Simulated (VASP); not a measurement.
# PbSe (P6_3/mmc) in VASP: further runs, part 2 of 2

VASP 6.6.1.

**6. Single point, r2SCAN**

This run uses another cell than the first one, of 36.01 Å³/atom, 1.032 times its volume.

Contents of POSCAR:

```
PbSe
1.0
    5.1741302563      0.0000000000      0.0000000000
   -2.5870651281      4.4809282444      0.0000000000
    0.0000000000      0.0000000000      6.2132838678
Pb Se
2 2
Direct
    0.3333333333      0.6666666667      0.2500000000
    0.6666666667      0.3333333333      0.7500000000
    0.6666666667      0.3333333333      0.2500000000
    0.3333333333      0.6666666667      0.7500000000
```

Contents of INCAR.step1:

```
  ALGO = Normal
  EDIFF = 1E-4
  ENCUT = 520
  GGA = PE
  ISMEAR = -1
  LASPH = T
  LCHARG = F
  LREAL = F
  LWAVE = T
  NBANDS = 28
  NELM = 60
  PREC = Accurate
  SIGMA = 0.02
```

Contents of INCAR.step2:

```
  ALGO = Normal
  EDIFF = 1E-7
  ENCUT = 520
  ISIF = 2
  ISMEAR = -1
  ISTART = 1
  LASPH = T
  LCHARG = T
  LELF = T
  LMIXTAU = T
  LREAL = F
  LVHAR = T
  LWAVE = F
  METAGGA = R2SCAN
  NBANDS = 28
  NELM = 60
  PREC = Accurate
  SIGMA = 0.02
```

Contents of KPOINTS:

```
k-points
0
Gamma
  6 6 4
```

Potentials or basis: VASP PAW PBE potentials, release 64 (Pb_d, Se).

Run with:

```bash
$ cat potpaw_PBE.64/Pb_d/POTCAR potpaw_PBE.64/Se/POTCAR > POTCAR
$ cp INCAR.step1 INCAR
$ mpirun -np 1 vasp_std > vasp.out
$ cp INCAR.step2 INCAR
$ mpirun -np 1 vasp_std > vasp.out
```

OUTCAR:

```text
EDIFF = 1E-7
   ENCUT = 520
   ISIF = 2
   ISMEAR = -1
   ISTART = 1
   LASPH = T
   LREAL = F
   METAGGA = R2SCAN
   NELM = 60
   PREC = Accurate

 ion  position               nearest neighbor table
   1  0.333  0.667  0.250-   3 2.99   3 2.99   3 2.99   4 3.11   4 3.11
   2  0.667  0.333  0.750-   4 2.99   4 2.99   4 2.99   3 3.11   3 3.11
   3  0.667  0.333  0.250-   1 2.99   1 2.99   1 2.99   2 3.11   2 3.11
   4  0.333  0.667  0.750-   2 2.99   2 2.99   2 2.99   1 3.11   1 3.11

  LATTYP: Found a hexagonal cell.
 ALAT       =     5.1741302563
 C/A-ratio  =     1.2008363841

  Lattice vectors:

 A1 = (   5.1741302563,   0.0000000000,   0.0000000000)
 A2 = (  -2.5870651281,   4.4809282444,   0.0000000000)
 A3 = (   0.0000000000,   0.0000000000,   6.2132838678)

Analysis of symmetry for initial positions (statically):
=====================================================================
 Subroutine PRICEL returns:
 Original cell was already a primitive cell.

 Routine SETGRP: Setting up the symmetry group for a
 hexagonal supercell.

 Subroutine GETGRP returns: Found 24 space group operations
 (whereof 12 operations were pure point group operations)
 out of a pool of 24 trial point group operations.

The static configuration has the point symmetry D_3d.
 The point group associated with its full space group is D_6h.

Analysis of symmetry for dynamics (positions and initial velocities):
=====================================================================
 Subroutine PRICEL returns:
 Original cell was already a primitive cell.

 Routine SETGRP: Setting up the symmetry group for a
 hexagonal supercell.

 Subroutine GETGRP returns: Found 24 space group operations
 (whereof 12 operations were pure point group operations)
 out of a pool of 24 trial point group operations.

The dynamic configuration has the point symmetry D_3d.
 The point group associated with its full space group is D_6h.

 Subroutine INISYM returns: Found 24 space group operations
 (whereof 12 operations are pure point group operations),
 and found     1 'primitive' translations

----------------------------------------------------------------------------------------

                                     Primitive cell

  volume of cell :     144.0544

  direct lattice vectors                    reciprocal lattice vectors
     5.174130256  0.000000000  0.000000000     0.193269197  0.111584023  0.000000000
    -2.587065128  4.480928244  0.000000000     0.000000000  0.223168046  0.000000000
     0.000000000  0.000000000  6.213283868     0.000000000  0.000000000  0.160945487

  length of vectors
     5.174130256  5.174130256  6.213283868     0.223168046  0.223168046  0.160945487

  position of ions in fractional coordinates (direct lattice)
     0.333333333  0.666666667  0.250000000
     0.666666667  0.333333333  0.750000000
     0.666666667  0.333333333  0.250000000
     0.333333333  0.666666667  0.750000000

  ion indices of the primitive-cell ions
   primitive index   ion index
                 1           1
                 2           2
                 3           3
                 4           4

----------------------------------------------------------------------------------------

 KPOINTS: k-points

Automatic generation of k-mesh.
 Grid dimensions read from file:
 generate k-points for:    6    6    4

 Generating k-lattice:

  Cartesian coordinates                     Fractional coordinates (reciprocal lattice)
     0.032211533  0.018597337  0.000000000     0.166666667  0.000000000  0.000000000
     0.000000000  0.037194674  0.000000000     0.000000000  0.166666667  0.000000000
     0.000000000  0.000000000  0.040236372     0.000000000  0.000000000  0.250000000

  Length of vectors
     0.037194674  0.037194674  0.040236372

  Shift w.r.t. Gamma in fractional coordinates (k-lattice)
     0.000000000  0.000000000  0.000000000

 Subroutine IBZKPT returns following result:
 ===========================================

 Found     21 irreducible k-points:

 Following reciprocal coordinates:
            Coordinates               Weight
  0.000000  0.000000  0.000000      1.000000
  0.166667  0.000000  0.000000      6.000000
  0.333333  0.000000  0.000000      6.000000
  0.500000  0.000000  0.000000      3.000000
  0.166667  0.166667  0.000000      6.000000
  0.333333  0.166667  0.000000     12.000000
[... 13 lines left out ...]
  0.333333  0.166667  0.500000     12.000000
  0.333333  0.333333  0.500000      2.000000
   k-points           NKPTS =     21   k-points in BZ     NKDIM =     21   number of bands    NBANDS=     28
   number of dos      NEDOS =    301   number of ions     NIONS =      4
   total plane-waves  NPLWV =  76800
   dimension x,y,z NGX =    40 NGY =   40 NGZ =   48
   dimension x,y,z NGXF=    80 NGYF=   80 NGZF=   96
   ions per type =               2   2
   NGX,Y,Z   is equivalent  to a cutoff of  12.85, 12.85, 12.84 a.u.
   NGXF,Y,Z  is equivalent  to a cutoff of  25.70, 25.70, 25.69 a.u.
 SYSTEM =  unknown system
   PREC   = accura    normal or accurate (medium, high low for compatibility)
   ISTART =      1    job   : 0-new  1-cont  2-samecut
   ICHARG =      0    charge: 1-file 2-atom 10-const
   ISPIN  =      1    spin polarized calculation?
   LNONCOLLINEAR =      F non collinear calculations
   LSORBIT =      F    spin-orbit coupling
   LASPH  =      T    aspherical Exc in radial PAW
   ENCUT  =  520.0 eV  38.22 Ry    6.18 a.u.   9.62  9.62 11.55*2*pi/ulx,y,z
   NELM   =     60;   NELMIN=  2; NELMDL=  0     # of ELM steps
   EDIFF  = 0.1E-06   stopping-criterion for ELM
   LREAL  =      F    real-space projection
   EDIFFG = 0.1E-05   stopping-criterion for IOM
   NSW    =      0    number of steps for IOM
   IBRION =     -1    ionic relax: 0-MD 1-quasi-New 2-CG
   NFREE  =      0    steps in history (QN), initial steepest desc. (CG)
   ISIF   =      2    stress and relaxation
   ISYM   =      2    0-nonsym 1-usesym 2-fastsym
   POTIM  = 0.5000    time-step for ionic-motion
   TEBEG  =    0.0;   TEEND  =   0.0 temperature during run
   PSTRESS=    0.0 pullay stress
   NELECT =      40.0000    total number of electrons
   NUPDOWN=      -1.0000    fix difference up-down
   EMIN   =  10.00;   EMAX   =-10.00  energy-range for DOS
   EFERMI =   0.00;   METHOD = LEGACY
   ISMEAR =    -1;   SIGMA  =   0.02  broadening in eV -4-tet -1-fermi 0-gaus
   EFERMI_NEDOS =   21; number of points for ismear=-14 and -15
   IALGO  =     38    algorithm
   IMIX   =      4    mixing-type and parameters
     AMIX     =   0.40;   BMIX     =  1.00
     AMIX_MAG =   1.60;   BMIX_MAG =  1.00
  volume/ion in A,a.u.               =      36.01       243.03
  Fermi-wavevector in a.u.,A,eV,Ry     =   1.068036  2.018296 15.520184  1.140701
  Thomas-Fermi vector in A             =   2.203672
   LORBIT       =      0    0 simple, 1 ext, 2 COOP (PROOUT), +10 PAW based schemes
   METAGGA = R2SCAN    functional components
   LHFCALC =     F    Hartree Fock is set to
   AEXX    =    0.0000 exact exchange contribution
   IVDW    =     0    specifies the selected vdW correction
   LEPSILON=     F    determine dielectric tensor
   LRPA    =     F    only Hartree local field effects (RPA)
 non-spin polarized calculation
  energy-cutoff  :      520.00
  volume of cell :      144.05
 maximum number of plane-waves:      3912
 NGX is ok and might be reduce to    40
   NGX = 19   NGY = 19   NGZ = 23

 number of electron      39.9999997 magnetization

 Free energy of the ion-electron system (eV)
  ---------------------------------------------------
  ext. energy  EPLUGINS =         0.00000000
  ---------------------------------------------------
  free energy    TOTEN  =      -143.40181563 eV

  energy without entropy =     -143.40181563  energy(sigma->0) =     -143.40181563

 E-fermi :   3.3646     XC(G=0):  -8.7478

 val. band max:        2.9045639914   @ k =   0.3333   0.3333   0.5000
 cond. band min:       4.3820172786   @ k =   0.3333   0.3333   0.5000
 fundamental gap:      1.4774532872
 Fermi energy:         3.3645620885

 k-point     1 :       0.0000    0.0000    0.0000
  band No.  band energies     occupation
      1     -14.5637      2.00000
      2     -14.4743      2.00000
      3     -14.4743      2.00000
      4     -14.4737      2.00000
      5     -14.4737      2.00000
      6     -14.4681      2.00000
[... 640 lines left out ...]
     27       9.5979      0.00000
     28       9.5979      0.00000

------------------------ aborting loop because EDIFF is reached ----------------------------------------

  FORCE on cell =-STRESS in cart. coord.  units (eV):
  Direction    XX          YY          ZZ          XY          YZ          ZX
  --------------------------------------------------------------------------------------
  -------------------------------------------------------------------------------------
  Total        0.0019623      0.0019623     -0.0224598      0.0000000     -0.0000000     -0.0000000
  in kB        0.0218250      0.0218250     -0.2497985      0.0000000     -0.0000000     -0.0000000
  external PRESSURE =      -0.0687162 kB  Pullay stress =       0.0000000 kB

 VOLUME and BASIS-vectors are now :
 -----------------------------------------------------------------------------
  energy-cutoff  :      520.00
  volume of cell :      144.05
      direct lattice vectors                 reciprocal lattice vectors
     5.174130256  0.000000000  0.000000000     0.193269197  0.111584023  0.000000000
    -2.587065128  4.480928244  0.000000000     0.000000000  0.223168046  0.000000000
     0.000000000  0.000000000  6.213283868     0.000000000  0.000000000  0.160945487

 POSITION                                       TOTAL-FORCE (eV/Angst)
 -----------------------------------------------------------------------------------
     -0.00000      2.98729      1.55332        -0.000000      0.000000      0.000000
      2.58707      1.49364      4.65996         0.000000     -0.000000      0.000000
      2.58707      1.49364      1.55332        -0.000000      0.000000      0.000000
     -0.00000      2.98729      4.65996         0.000000     -0.000000      0.000000
 -----------------------------------------------------------------------------------
    total drift:                                0.000000     -0.000000      0.000000

  FREE ENERGIE OF THE ION-ELECTRON SYSTEM (eV)
  ---------------------------------------------------
  free  energy   TOTEN  =      -143.4018156326 eV

  energy  without entropy=     -143.4018156326  energy(sigma->0) =     -143.40181563
```

Run time: 2.9 min. Hardware: 1 thread of AMD EPYC 9R45 (Zen 5), shared host; peak memory 0.29 GiB.

Results:

- Free energy: -143.4018 eV
- Pressure: 0.0 GPa
- Band gap on the k mesh: 1.48 eV, direct

Levels at points of the mesh, in eV from the valence-band top:
| k point | band 16 | band 17 | band 18 | band 19 | band 20 | band 21 | band 22 | band 23 | band 24 | band 25 |
| --- | --- | --- | --- | --- | --- | --- | --- | --- | --- | --- |
| (0.00, 0.00, 0.00) | -3.02 | -3.02 | -1.82 | -1.82 | -1.81 | 1.96 | 1.96 | 3.46 | 3.46 | 4.71 |
| (0.50, 0.00, 0.00) | -3.68 | -2.82 | -2.22 | -2.13 | -0.66 | 2.93 | 3.44 | 4.35 | 4.41 | 5.43 |
| (0.00, 0.00, 0.50) | -2.44 | -2.44 | -2.44 | -1.33 | -1.33 | 2.35 | 2.35 | 2.35 | 2.35 | 2.66 |
| (0.50, 0.00, 0.50) | -3.02 | -1.80 | -1.80 | -0.68 | -0.68 | 1.68 | 1.68 | 3.18 | 3.18 | 4.53 |

Caveat: the PAW data sets were made with another functional, which shifts forces and pressure a little; spin-orbit coupling is left out, which moves the levels of the heavy elements. A k mesh can miss the band edges.

**7. Overview**

```csv
level,potentials or basis,cell,smearing,gap on the mesh (eV),pressure (GPa)
PBEsol,"VASP PAW PBE potentials, release 64 (Pb_d, Se)","a = 5.121, b = 5.121, c = 6.146 Å, angles 90.0, 90.0, 120.0°, 4 atoms",fermi-dirac 0.02 eV,1.04,0.0
PBE,"VASP PAW PBE potentials, release 64 (Pb_d, Se)","a = 5.174, b = 5.174, c = 6.213 Å, angles 90.0, 90.0, 120.0°, 4 atoms",fermi-dirac 0.02 eV,1.16,0.8
LDA,"VASP PAW LDA potentials, release 64 (Pb_d, Se)","a = 5.174, b = 5.174, c = 6.213 Å, angles 90.0, 90.0, 120.0°, 4 atoms",gaussian 0.01 eV,1.03,-2.4
PBE,"VASP PAW PBE potentials, release 64 (Pb_d, Se)","a = 5.207, b = 5.207, c = 6.261 Å, angles 90.0, 90.0, 120.0°, 4 atoms",fermi-dirac 0.02 eV,1.18,0.0
r2SCAN,"VASP PAW PBE potentials, release 64 (Pb_d, Se)","a = 5.174, b = 5.174, c = 6.213 Å, angles 90.0, 90.0, 120.0°, 4 atoms",fermi-dirac 0.02 eV,1.48,0.0
```

Alike in all rows: task single point; no spin polarisation; k mesh 6 × 6 × 4; cutoff (eV) 520.

Caveats: spin-orbit coupling is left out, which moves the levels of the heavy elements; the PAW data sets were made with another functional, which shifts forces and pressure a little (some runs).

Total energies depend on the potentials used, so only differences within one code and one set of settings carry meaning.
